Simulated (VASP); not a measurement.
A run of VASP 6.6.1 is set up as follows.

Contents of POSCAR:

```
C
1.0
    0.0000000000      1.7801241411      1.7801241411
    1.7206679948      0.0000000000      1.7801241411
    1.7206679948      1.7801241411      0.0000000000
C
2
Direct
    0.0000000000      0.0000000000      0.0000000000
    0.2500000000      0.2500000000      0.2500000000
```

The input INCAR.step1:

```
ALGO = Normal ; EDIFF = 1E-4
ENCUT = 520 ; GGA = PE
ISMEAR = 0 ; LASPH = True
LCHARG = False ; LREAL = False
LWAVE = True ; NBANDS = 11
NELM = 80 ; PREC = Accurate
SIGMA = 0.01
```

INCAR.step2

```
ALGO = Normal ; EDIFF = 1E-7
ENCUT = 520 ; ISIF = 2
ISMEAR = 0 ; ISTART = 1
LASPH = True ; LCHARG = False
LMIXTAU = True ; LREAL = False
LWAVE = False ; METAGGA = R2SCAN
NBANDS = 11 ; NELM = 80
PREC = Accurate ; SIGMA = 0.01
```

The input KPOINTS:

```
k-points
0
Gamma
  12 12 12
```

Potentials or basis: VASP PAW PBE potentials, release 64 (C).

Command:

```console
$ cat potpaw_PBE.64/C/POTCAR > POTCAR
$ cp INCAR.step1 INCAR
$ mpirun -np 1 vasp_std > vasp.out
$ cp INCAR.step2 INCAR
$ mpirun -np 1 vasp_std > vasp.out
```

Question: What does it give for the pressure?

Answer: 17.6 GPa.

Question: Predict the band gap on the k mesh.

Answer: 3.52 eV, indirect (least direct gap 5.29 eV).

Stress tensor (GPa, compression positive):
```
40.04  0.00  0.00
 0.00  6.38  0.00
 0.00  0.00  6.38
```

Caveat: the cell differs from its parent crystal (uniaxial x strain -3.3%); the PAW data sets were made with another functional, which shifts forces and pressure a little. A k mesh can miss the band edges.
